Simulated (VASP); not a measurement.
A run of VASP 6.6.1 is set up as follows.

INCAR

```
PREC     = Accurate       # precision mode
ENCUT    = 520            # plane-wave cutoff, eV
EDIFF    = 1E-6           # SCF threshold, eV
ISMEAR   = 0              # smearing method
SIGMA    = 0.05           # smearing width, eV
LREAL    = False          # projectors in reciprocal space
LASPH    = True           # aspherical terms in the spheres
NELM     = 150            # most SCF steps
ALGO     = Normal         # electronic algorithm
ISIF     = 2              # what is computed and relaxed
LWAVE    = False          # write WAVECAR
LCHARG   = False          # write CHGCAR
ISPIN    = 2              # spin polarisation
MAGMOM   = 0.05 0.05 0 0  # initial moments
LORBIT   = 11             # projections on sites
LMAXMIX  = 4              # l up to which the mixer works
GGA      = PE             # functional
NBANDS   = 29             # bands
```

The input KPOINTS:

```
regular mesh
0
Gamma
  12 12 8
```

The input POSCAR:

```
CuO
1.0
    2.1167579042     -2.1216253995      0.1656513433
    2.1167579042      2.1216253995      0.1656513433
   -0.4049962520      0.0000000000      5.1541986377
Cu O
2 2
Direct
    0.0000000000      0.5000000000      0.0000000000
    0.5000000000      0.0000000000      0.5000000000
    0.5000654524      0.4999345476      0.2500000000
    0.4999345476      0.5000654524      0.7500000000
```

Potentials or basis: VASP PAW PBE potentials, release 64 (Cu, O).

Launch:

```console
$ cat potpaw_PBE.64/Cu/POTCAR potpaw_PBE.64/O/POTCAR > POTCAR
$ mpirun -np 1 vasp_std > vasp.out
```

Task: What does it give for the pressure?

Result: -4.4 GPa.

Task: Estimate the net moment.

Result: 0.03 μB per cell.

Stress tensor (GPa, compression positive):
```
-4.47  0.00 -0.02
 0.00 -4.45  0.00
-0.02  0.00 -4.19
```

Caveat: the cell stands under tension.
